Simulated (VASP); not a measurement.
Crystal: Sb.

```
Sb
1.0
     2.15420    1.24373    3.75800
    -2.15420    1.24373    3.75800
     0.00000   -2.48746    3.75800
Sb
2
Direct
  0.76651 0.76651 0.76651
  0.23349 0.23349 0.23349
```

Program: VASP 6.6.1. Alike in all runs: task single point; potentials or basis VASP PAW PBE potentials, release 64 (Sb); no spin polarisation; cell as given.

**Question.** Order these runs on this cell by their band gap on the k mesh, lowest first.
A. level PBE-based global hybrid with 15 % exact exchange; k mesh 4 × 4 × 4; cutoff (eV) 400; smearing fermi-dirac 0.05 eV; grid for exact exchange (PRECFOCK) Normal; share of exact exchange 0.15
B. level PBE-based global hybrid with 50 % exact exchange; k mesh 4 × 4 × 4; cutoff (eV) 400; smearing fermi-dirac 0.05 eV; grid for exact exchange (PRECFOCK) Normal; share of exact exchange 0.5
C. level PBE; k mesh 8 × 8 × 8; cutoff (eV) 520; smearing gaussian 0.014 eV
D. level r2SCAN0; k mesh 4 × 4 × 4; cutoff (eV) 520; smearing fermi-dirac 0.05 eV; grid for exact exchange (PRECFOCK) Normal; share of exact exchange 0.25
E. level PBE-based global hybrid with 35 % exact exchange; k mesh 4 × 4 × 4; cutoff (eV) 400; smearing fermi-dirac 0.05 eV; grid for exact exchange (PRECFOCK) Normal; share of exact exchange 0.35

**Answer.** C (metal), A (0.64 eV), D (0.94 eV), E (1.20 eV), B (1.58 eV).

Caveats: some runs use coarse meshes; spin-orbit coupling is left out, which moves the levels of the heavy elements.

A k mesh can miss the band edges.
